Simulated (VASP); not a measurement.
Write the native input for VASP 6.6.1 that does the following.

```yaml
Task: single point
Functional: r2SCAN
Potentials_or_basis: VASP PAW PBE potentials, release 64 (Zr_sv)
Cutoff: 550 eV
k_mesh: 6 × 6 × 6
Occupations: fermi-dirac, width 0.1 eV
Spin: no spin polarisation
Dipole_correction: no
Further_INCAR_settings: ALGO = Normal; EDIFF = 1e-06; NBANDS = 12
```

Zr:

```
Zr
1.0
     0.00000    2.26823    2.26823
     2.26823    0.00000    2.26823
     2.26823    2.26823    0.00000
Zr
1
Cartesian
  0.0000 0.0000 0.0000
```

These files were run (other wordings do the same):

POSCAR

```
Zr
1.0
    0.0000000000      2.2682329867      2.2682329867
    2.2682329867      0.0000000000      2.2682329867
    2.2682329867      2.2682329867      0.0000000000
Zr
1
Direct
    0.0000000000      0.0000000000      0.0000000000
```

INCAR.step1

```
  PREC = Accurate
  ENCUT = 550
  ISMEAR = -1
  SIGMA = 0.1
  LREAL = F
  LASPH = T
  NELM = 120
  NBANDS = 12
  GGA = PE
  ALGO = Normal
  EDIFF = 1E-5
  LWAVE = T
  LCHARG = F
  GGA_COMPAT = F
```

INCAR.step2

```
  PREC = Accurate
  ENCUT = 550
  EDIFF = 1E-6
  ISMEAR = -1
  SIGMA = 0.1
  LREAL = F
  LASPH = T
  NELM = 120
  ALGO = Normal
  ISIF = 2
  LWAVE = F
  LCHARG = F
  METAGGA = R2SCAN
  LMIXTAU = T
  NBANDS = 12
  ISTART = 1
  GGA_COMPAT = F
```

KPOINTS

```
Automatic mesh
0
Gamma
  6 6 6
```

Potentials or basis: VASP PAW PBE potentials, release 64 (Zr_sv).

Launch:

```bash
$ cat potpaw_PBE.64/Zr_sv/POTCAR > POTCAR
$ cp INCAR.step1 INCAR
$ mpirun -np 1 vasp_std > vasp.out
$ cp INCAR.step2 INCAR
$ mpirun -np 1 vasp_std > vasp.out
```

It gave:

The pressure is 0.6 GPa. The band gap on the k mesh is zero (band 6 reaches 10.00 eV, above the bottom of band 7 at 8.80 eV).

Caveat: the k points lie up to 0.40 Å⁻¹ apart; the PAW data sets were made with another functional, which shifts forces and pressure a little.

Run time: 13 s on 1 thread of Intel(R) Xeon(R) 6975P-C (Granite Rapids), on a shared host, peak memory 0.16 GiB.
